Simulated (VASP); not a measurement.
Write the native input for VASP 6.6.1 that does the following.

| Item | Value |
| --- | --- |
| Task | single point |
| Functional | HSE06 |
| Potentials or basis | VASP PAW PBE potentials, release 64 (Li_sv, H) |
| Cutoff | 520 eV |
| k mesh | 8 × 8 × 8 |
| Occupations | gaussian, width 0.01 eV |
| Spin | no spin polarisation |
| Dipole correction | no |
| Grid for exact exchange (PRECFOCK) | Normal |
| Further INCAR settings | ALGO = Normal; EDIFF = 1e-07; NBANDS = 9 |
| Screening parameter | 0.2079 1/Å |

LiH:

```
Li H
1.0
     0.00000    2.10679    1.99847
     2.10679    0.00000    1.99847
     2.10679    2.10679    0.00000
Li H
1 1
Cartesian
  0.0000 0.0000 0.0000
  2.1068 2.1068 1.9985
```

This cell differs from its parent crystal: biaxial xy strain +5.4%.

The input as run:

POSCAR

```
LiH
1.0
    0.0000000000      2.1067899106      1.9984726907
    2.1067899106      0.0000000000      1.9984726907
    2.1067899106      2.1067899106      0.0000000000
Li H
1 1
Direct
    0.0000000000      0.0000000000      0.0000000000
    0.5000000000      0.5000000000      0.5000000000
```

INCAR.step1

```
PREC = Accurate
ENCUT = 520
EDIFF = 1E-5
ISMEAR = 0
SIGMA = 0.01
LREAL = False
LASPH = True
NELM = 100
ALGO = Normal
ISIF = 2
LWAVE = True
LCHARG = False
GGA = PE
NBANDS = 9
```

INCAR.step2

```
PREC = Accurate
ENCUT = 520
EDIFF = 1E-7
ISMEAR = 0
SIGMA = 0.01
LREAL = False
LASPH = True
NELM = 100
ALGO = Normal
ISIF = 2
LWAVE = False
LCHARG = False
GGA = PE
LHFCALC = True
HFSCREEN = 0.2079
PRECFOCK = Normal
ISTART = 1
NBANDS = 9
```

KPOINTS

```
Automatic mesh
0
Gamma
  8 8 8
```

Potentials or basis: VASP PAW PBE potentials, release 64 (Li_sv, H).

Command:

```bash
$ cat potpaw_PBE.64/Li_sv/POTCAR potpaw_PBE.64/H/POTCAR > POTCAR
$ cp INCAR.step1 INCAR
$ mpirun -np 1 vasp_std > vasp.out
$ cp INCAR.step2 INCAR
$ mpirun -np 1 vasp_std > vasp.out
```

It gave:

- Band gap on the k mesh: 3.52 eV, indirect (least direct gap 3.94 eV)

Caveat: the cell differs from its parent crystal (biaxial xy strain +5.4%).

It took 19 min on 1 thread of Intel Xeon 6975P-C (shared host), peak memory 0.25 GiB.
